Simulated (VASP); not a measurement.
The system is CsPbI2Br.

```
Cs Pb I Br
1.0
     6.37530    0.00000    0.00000
     0.00000    6.37530    0.00000
     0.00000    0.00000    5.96222
Cs Pb I Br
1 1 2 1
Cartesian
  3.1876 3.1876 2.9811
  0.0000 0.0000 0.0000
  0.0000 3.1876 0.0000
  3.1876 0.0000 0.0000
  0.0000 0.0000 2.9811
```

Base run:

```yaml
Program: VASP 6.6.1
Functional: PBE
Potentials_or_basis: VASP PAW PBE potentials, release 64 (Cs_sv, Pb_d, I, Br)
Cutoff: 520 eV
k_mesh: 4 × 4 × 4
Occupations: gaussian, width 0.01 eV
Spin: no spin polarisation
```

Its results: band gap on the k mesh 1.46 eV, direct; pressure 0.3 GPa.

Q: The run is repeated on the same cell with these changes: k mesh from 4 × 4 × 4 to 2 × 2 × 2. What comes out?

A: Band gap on the k mesh 1.39 eV, direct; pressure 1.3 GPa.

Caveats: some runs use coarse meshes; spin-orbit coupling is left out, which moves the levels of the heavy elements.

A k mesh can miss the band edges.
